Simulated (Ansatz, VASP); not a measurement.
Two plane-wave programs on Hg

```xyz
2
Lattice="3.0497 0.0000 0.0000 -1.5248 2.6411 0.0000 0.0000 0.0000 5.1912" Properties=species:S:1:pos:R:3 pbc="T T T"
Hg    1.5248    0.8804    3.8934
Hg    0.0000    1.7607    1.2978
```

Alike in both runs: task single point; functional PBEsol; dispersion D3(BJ); k mesh 18 × 18 × 10; occupations gaussian, width 0.15 eV; no spin polarisation.

```csv
,VASP,Ansatz
version,VASP 6.6.1,Ansatz 0.2.0
potentials or method,"VASP PAW PBE potentials, release 64 (Hg), cutoff 520 eV","scalar-relativistic, plane waves, PAW"
valence electrons in the cell,24,40
```

```csv
,VASP,Ansatz,Ansatz less VASP
gap on the k mesh at the Fermi level (eV),none,none,-
pressure (GPa),3.1,2.4,-0.66
"traceless stress, the component that is largest in VASP (GPa)",0.03,0.13,+0.095
```

VASP's potentials were made for PBE, not for PBEsol. A gap of «none» marks a metal or a gap that the smearing closes. VASP's potentials hold 24 valence electrons a cell and Ansatz's 40, so a difference there can come from the potentials and not from the codes.

Neither program's run includes spin-orbit coupling.
